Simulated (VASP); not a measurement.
Input of a VASP 6.6.1 run:

The input POSCAR:

```
W
1.0
   -1.5842204972      1.5842204972      1.5842204972
    1.5842204972     -1.5842204972      1.5842204972
    1.5842204972      1.5842204972     -1.5842204972
W
1
Direct
    0.0000000000      0.0000000000      0.0000000000
```

File INCAR.step1:

```
PREC = Accurate
ENCUT = 520
ISMEAR = 0
SIGMA = 0.1
LREAL = F
LASPH = T
NELM = 100
NBANDS = 13
GGA = PE
ALGO = Normal
EDIFF = 1E-4
LWAVE = T
LCHARG = F
```

The input INCAR.step2:

```
PREC = Accurate
ENCUT = 520
EDIFF = 1E-6
ISMEAR = 0
SIGMA = 0.1
LREAL = F
LASPH = T
NELM = 100
ALGO = Normal
ISIF = 2
LWAVE = F
LCHARG = F
METAGGA = R2SCAN
LMIXTAU = T
NBANDS = 13
ISTART = 1
```

Contents of KPOINTS:

```
regular mesh
0
Gamma
  18 18 18
```

Potentials or basis: VASP PAW PBE potentials, release 64 (W_sv).

Launch:

```console
$ cat potpaw_PBE.64/W_sv/POTCAR > POTCAR
$ cp INCAR.step1 INCAR
$ mpirun -np 1 vasp_std > vasp.out
$ cp INCAR.step2 INCAR
$ mpirun -np 1 vasp_std > vasp.out
```

(1) Estimate the band gap on the k mesh.

(2) Predict the pressure.

Results:

(1) zero (band 7 reaches 16.56 eV, above the bottom of band 8 at 9.97 eV).

(2) 1.2 GPa.

Caveat: the PAW data sets were made with another functional, which shifts forces and pressure a little; spin-orbit coupling is left out, which moves the levels of the heavy elements.
